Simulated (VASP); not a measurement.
Si, 2 atoms in the cell. It takes space group Fd-3m (No. 227, cubic). The conventional cell has a = 5.379 Å, b = 5.379 Å, c = 5.379 Å, α = 90.00°, β = 90.00°, γ = 90.00°. Si (site symmetry -43m) has 4 Si at 2.33 Å within 3.1 Å. 

```yaml
Program: VASP 6.6.1
Task: single point
Functional: PBEsol
Potentials_or_basis: VASP PAW PBE potentials, release 64 (Si)
Cutoff: 500 eV
k_mesh: 4 × 4 × 4
Occupations: gaussian, width 0.01 eV
Spin: no spin polarisation
Dipole_correction: no
Further_INCAR_settings: ALGO = Normal; EDIFF = 1e-06; NBANDS = 11
```

Potentials or basis: VASP PAW PBE potentials, release 64 (Si).

Launch:

```sh
$ cat potpaw_PBE.64/Si/POTCAR > POTCAR
$ mpirun -np 1 vasp_std > vasp.out
```

Hardware: 1 thread of Intel(R) Xeon(R) 6975P-C (Granite Rapids), on a shared host.

How long does it take, and how much memory?

Wall time 5.1 s on 1 thread of Intel(R) Xeon(R) 6975P-C (Granite Rapids), with other jobs on the host, peak memory 0.13 GiB. Counts: scf iterations 11, k points 8.
